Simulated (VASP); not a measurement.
Wanted: the native input for a VASP 6.6.1 run.

```yaml
Task: single point
Functional: RPBE
Dispersion: D3(BJ)
Potentials_or_basis: VASP PAW PBE potentials, release 64 (In_d, P)
Cutoff: 520 eV
k_mesh: 8 × 8 × 8
Occupations: fermi-dirac, width 0.05 eV
Spin: no spin polarisation
Dipole_correction: no
Further_INCAR_settings: ALGO = Normal; EDIFF = 1e-06; NBANDS = 16
```

The structure of InP lies in POSCAR:

```
InP
1.0
    0.0000000000      2.8562658793      2.8562658793
    2.8562658793      0.0000000000      2.8562658793
    2.8562658793      2.8562658793      0.0000000000
In P
1 1
Direct
    0.0000000000      0.0000000000      0.0000000000
    0.7500000000      0.7500000000      0.7500000000
```

These files were run (other wordings do the same):

INCAR

```
SYSTEM = InP
  PREC = Accurate
  ENCUT = 520
  EDIFF = 1E-6
  ISMEAR = -1
  SIGMA = 0.05
  LREAL = .FALSE.
  LASPH = .TRUE.
  NELM = 80
  ALGO = Normal
  ISIF = 2
  LWAVE = .FALSE.
  LCHARG = .TRUE.
  GGA = RP
  IVDW = 12
  LELF = .TRUE.
  LVHAR = .TRUE.
  NBANDS = 16
```

KPOINTS

```
Automatic mesh
0
G
  8 8 8
  0 0 0
```

Potentials or basis: VASP PAW PBE potentials, release 64 (In_d, P).

Run with:

```bash
$ cat potpaw_PBE.64/In_d/POTCAR potpaw_PBE.64/P/POTCAR > POTCAR
$ mpirun -np 1 vasp_std > vasp.out
```

Results of the run:

The pressure is -0.1 GPa and the band gap on the k mesh is 1.26 eV, direct. The dispersion energy per atom is -1.544 eV.

Caveat: the PAW data sets were made with another functional, which shifts forces and pressure a little; spin-orbit coupling is left out, which moves the levels of the heavy elements.

Run time: 30 s on 1 thread of Intel(R) Xeon(R) Platinum 8259CL CPU @ 2.50GHz (Skylake/Cascade Lake) (shared host), peak memory 0.18 GiB.
